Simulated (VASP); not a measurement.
A run of VASP 6.6.1 is set up as follows.

INCAR

```
SYSTEM = SiO2
ALGO = Normal
EDIFF = 1E-7
EDIFFG = -0.04
ENCUT = 600
GGA = PE
IBRION = 2
ISIF = 3
ISMEAR = 0
IVDW = 12
LASPH = .True.
LCHARG = .False.
LREAL = .False.
LWAVE = .False.
NELM = 60
NSW = 90
PREC = Accurate
SIGMA = 0.1
```

Contents of KPOINTS:

```
k-points
0
Gamma
  6 6 6
  0 0 0
```

POSCAR

```
SiO2
1.0
    1.3156002500      0.7595621600      4.5519840000
   -1.3156002500      0.7595621600      4.5519840000
    0.0000000000     -1.5191243200      4.5519840000
Si O
1 2
Direct
    0.5000000000      0.5000000000      0.5000000000
    0.7539698000      0.7539698000      0.7539698000
    0.2460302000      0.2460302000      0.2460302000
```

Potentials or basis: VASP PAW PBE potentials, release 64 (Si, O).

Launch:

```bash
$ cat potpaw_PBE.64/Si/POTCAR potpaw_PBE.64/O/POTCAR > POTCAR
$ mpirun -np 1 vasp_std > vasp.out
```

**Question.** What does it give for the relaxed volume?

**Answer.** 9.47 Å³/atom.

**Question.** Estimate the relaxed cell.

**Answer.** a = 4.788 Å, b = 4.788 Å, c = 4.788 Å, α = 32.64°, β = 32.64°, γ = 32.64°.

**Question.** Predict the dispersion energy per atom.

**Answer.** -0.189 eV.

**Question.** Estimate the space group after relaxing (to 0.1 Å).

**Answer.** R-3m (No. 166).

The path:
```
step  energy change (eV)  largest force (eV/Å)  pressure (GPa)  volume (Å³)
   1              0.0000                3.9595          -12.18        27.29
   2             -0.0642                4.2662           41.44        24.49
   3             -0.6349                0.4711            7.49        25.85
   4             -0.6384                0.1628            9.45        25.76
   5             -0.6635                0.3774           -5.01        27.39
   6             -0.6748                0.3043           -0.19        26.79
   7             -0.6814                0.0097            1.06        26.94
   8             -0.6823                0.1488            1.75        27.02
   9             -0.6870                0.1123            1.05        27.25
  10             -0.6951                0.0011           -0.79        27.92
  11             -0.6920                0.2195           -3.61        29.27
  12             -0.6966                0.0625           -1.84        28.42
  13             -0.6981                0.0683            0.82        28.39
  14             -0.6984                0.0310            0.06        28.40
```

Caveat: the k points lie up to 0.46 Å⁻¹ apart in the final cell.
